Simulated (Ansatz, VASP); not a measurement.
**Two plane-wave programs on SiRuCl**

```
CELL_PARAMETERS angstrom
3.73384 0.00000 0.00000
0.00000 3.75952 0.00000
0.00000 0.00000 3.78831
ATOMIC_POSITIONS crystal
Si 0.50000 0.50000 0.00000
Ru 0.50000 0.50000 0.50000
Cl 0.00000 0.00000 0.00000
```

Change from the starting cell: species swapped into the TbCoC type (Pmmm, No. 47).

Alike in both runs: task single point; functional PBE; k mesh 6 × 6 × 6; occupations gaussian, width 0.1 eV; collinear spin.

|  | VASP | Ansatz |
| --- | --- | --- |
| version | VASP 6.6.1 | Ansatz 0.2.0 |
| potentials or method | VASP PAW PBE potentials, release 64 (Si, Ru_pv, Cl), cutoff 520 eV | scalar-relativistic, plane waves, PAW |
| valence electrons in the cell | 25 | 27 |

```tsv
	VASP	Ansatz	Ansatz less VASP
gap on the k mesh at the Fermi level (eV)	none	none	-
net moment per atom (μB)	0.30	0.30	0.000
size of the moment on the site where the two differ most (μB)	0.78	0.51	-0.273
```

Site moments also hang on the region over which each program counts them. A gap of «none» marks a metal or a gap that the smearing closes. The functional is the same, so the differences come from potentials, cutoffs and numerics. VASP's potentials hold 25 valence electrons a cell and Ansatz's 27, so a difference there can come from the potentials and not from the codes.
